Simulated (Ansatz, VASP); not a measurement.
# SnTe: VASP beside Ansatz

The input INCAR:

```
PREC = Accurate
ENCUT = 520
EDIFF = 1E-6
ISMEAR = -1
SIGMA = 0.03
LREAL = False
LASPH = True
NELM = 80
ALGO = Normal
ISIF = 2
LWAVE = False
LCHARG = False
GGA = PE
NBANDS = 17
```

Contents of KPOINTS:

```
regular mesh
0
Gamma
  4 4 4
```

File POSCAR:

```
SnTe
1.0
    0.0000000000      3.1508500000      3.1508500000
    3.1508500000      0.0000000000      3.1508500000
    3.1508500000      3.1508500000      0.0000000000
Te Sn
1 1
Direct
    0.5000000000      0.5000000000      0.5000000000
    0.0000000000      0.0000000000      0.0000000000
```

Contents of input.yaml:

```yaml
crystal:
  lattice:
    - [0.0, 3.15085, 3.15085]
    - [3.15085, 0.0, 3.15085]
    - [3.15085, 3.15085, 0.0]
  atoms:
    - { symbol: Te, position: [0.5, 0.5, 0.5] }
    - { symbol: Sn, position: [0.0, 0.0, 0.0] }
kpoints:
  mp_grid: { grid: [4, 4, 4] }
scf:
  occupations: { method: fermi_dirac, width: 0.03 }
hamiltonian:
  xc: pbe
  pseudopotentials: { kind: all_electron, lapw: { basis_error: 0.002 } }
output:
  forces: true
  stress: true
  eigenvalues: true
```

Alike in both runs: task single point; functional PBE; k mesh 4 × 4 × 4; occupations fermi-dirac, width 0.03 eV; no spin polarisation.

```csv
,VASP,Ansatz
version,VASP 6.6.1,Ansatz 0.2.0
potentials or method,"VASP PAW PBE potentials, release 64 (Te, Sn_d), cutoff 520 eV","all-electron LAPW, scalar-relativistic"
```

|  | VASP | Ansatz | Ansatz less VASP |
| --- | --- | --- | --- |
| gap on the k mesh at the Fermi level (eV) | 0.10 | 0.10 | 0.000 |
| least direct gap on the mesh (eV) | 0.10 | 0.10 | 0.000 |
| pressure (GPa) | 1.7 | 1.7 | +0.02 |

Ansatz ran all-electron here, and VASP with PAW potentials.

The k mesh is coarse, so the values compare programs but aren't converged. Spin-orbit coupling is off throughout.
